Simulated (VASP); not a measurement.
Crystal: Mo.

```
Mo
1.0
     0.00000    2.76083    2.76083
     2.76083    0.00000    2.76083
     2.76083    2.76083    0.00000
Mo
2
Direct
  0.12500 0.12500 0.12500
  0.87500 0.87500 0.87500
```

| Property | Result |
| --- | --- |
| Program | VASP 6.6.1 |
| Task | relaxation of cell and atoms |
| Functional | LDA |
| Potentials or basis | VASP PAW LDA potentials, release 64 (Mo_sv) |
| Cutoff | 600 eV |
| k mesh | 10 × 10 × 10 |
| Occupations | fermi-dirac, width 0.1 eV |
| Spin | no spin polarisation |

At the start: pressure 4.2 GPa; volume 21.04 Å³/atom.

Problem. Where does the relaxation end?

Solution. Over 3 steps the energy falls by 8.6 meV/atom and the volume is 21.73 Å³/atom (+3.2 %); space group Fd-3m (No. 227, to 0.05 Å).

Step by step:
```csv
step,energy change (eV),largest force (eV/Å),pressure (GPa),volume (Å³)
1,0.0000,0.0000,4.19,42.09
2,0.0187,0.0000,-5.27,45.53
3,-0.0172,0.0000,-0.05,43.45
```

Final structure:
```yaml
crystal:
  lattice:
    - [0.00000, 2.79036, 2.79036]
    - [2.79036, 0.00000, 2.79036]
    - [2.79036, 2.79036, 0.00000]
  atoms:
    - { symbol: Mo, position: [0.12500, 0.12500, 0.12500] }
    - { symbol: Mo, position: [0.87500, 0.87500, 0.87500] }
```
